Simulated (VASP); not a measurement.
Crystal: NiO.

```xyz
2
Lattice="0.0000 2.0859 2.0859 2.0859 0.0000 2.0859 2.0859 2.0859 0.0000" Properties=species:S:1:pos:R:3 pbc="T T T"
Ni    0.0000    0.0000    0.0000
O     2.0859    2.0859    2.0859
```

| Property | Result |
| --- | --- |
| Program | VASP 6.6.1 |
| Task | relaxation of cell and atoms |
| Functional | PBE |
| Dispersion | D3(BJ) |
| Potentials or basis | VASP PAW PBE potentials, release 64 (Ni_sv_GW, O) |
| Cutoff | 700 eV |
| k mesh | 11 × 11 × 11 |
| Occupations | gaussian, width 0.1 eV |
| Spin | collinear spin, ferromagnetic start |
| Starting moments | [-0.97, 0.0] μB |
| Hubbard terms | Ni d U = 8.0 eV |

At the start: pressure 9.4 GPa; volume 9.08 Å³/atom.

Q: How do energy, volume and symmetry change on relaxing?

A: Over 3 steps the energy falls by 10.1 meV/atom and the volume is 9.44 Å³/atom (+4.0 %); space group Fm-3m (No. 225, to 0.1 Å) before and after; moment 2.00 μB per cell.

The path:
| step | energy change (eV) | largest force (eV/Å) | pressure (GPa) | volume (Å³) |
| --- | --- | --- | --- | --- |
| 1 | 0.0000 | 0.0000 | 9.35 | 18.15 |
| 2 | -0.0040 | 0.0000 | -7.02 | 19.58 |
| 3 | -0.0201 | 0.0000 | -0.05 | 18.88 |

Final structure:
```cif
data_structure
_symmetry_space_group_name_H-M 'P 1'
_symmetry_Int_Tables_number 1
_cell_length_a 2.9887
_cell_length_b 2.9887
_cell_length_c 2.9887
_cell_angle_alpha 60.000
_cell_angle_beta 60.000
_cell_angle_gamma 60.000
_cell_volume 18.88
loop_
_atom_site_label
_atom_site_type_symbol
_atom_site_fract_x
_atom_site_fract_y
_atom_site_fract_z
_atom_site_occupancy
Ni1 Ni 0.00000 0.00000 0.00000 1
O1 O 0.50000 0.50000 0.50000 1
```

Caveat: a cell with one magnetic atom can't hold antiferromagnetic order, which such compounds often take.
